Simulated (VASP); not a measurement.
Here is a VASP 6.6.1 calculation.

The input INCAR:

```
SYSTEM = In3Sb
PREC = Accurate
ENCUT = 520
EDIFF = 1E-6
ISMEAR = 0
SIGMA = 0.1
LREAL = .False.
LASPH = .True.
NELM = 100
ALGO = Fast
ISIF = 2
LWAVE = .False.
LCHARG = .False.
GGA = PS
NBANDS = 30
```

The input KPOINTS:

```
Automatic mesh
0
Gamma
  8 8 8
  0 0 0
```

The input POSCAR:

```
In3Sb
1.0
    4.8369620000      0.0000000000      0.0000000000
    0.0000000000      4.8369620000      0.0000000000
    0.0000000000      0.0000000000      4.8369620000
In Sb
3 1
Direct
    0.5000000000      0.5000000000      0.0000000000
    0.5000000000      0.0000000000      0.5000000000
    0.0000000000      0.5000000000      0.5000000000
    0.0000000000      0.0000000000      0.0000000000
```

Potentials or basis: VASP PAW PBE potentials, release 64 (In_d, Sb).

Run with:

```sh
$ cat potpaw_PBE.64/In_d/POTCAR potpaw_PBE.64/Sb/POTCAR > POTCAR
$ mpirun -np 1 vasp_std > vasp.out
```

(1) Predict the pressure.

(2) Predict the band gap on the k mesh.

Answers

(1) -2.9 GPa.

(2) zero (bands 22 and 23 overlap by 3.42 eV).

Caveat: the PAW data sets were made with another functional, which shifts forces and pressure a little; spin-orbit coupling is left out, which moves the levels of the heavy elements.
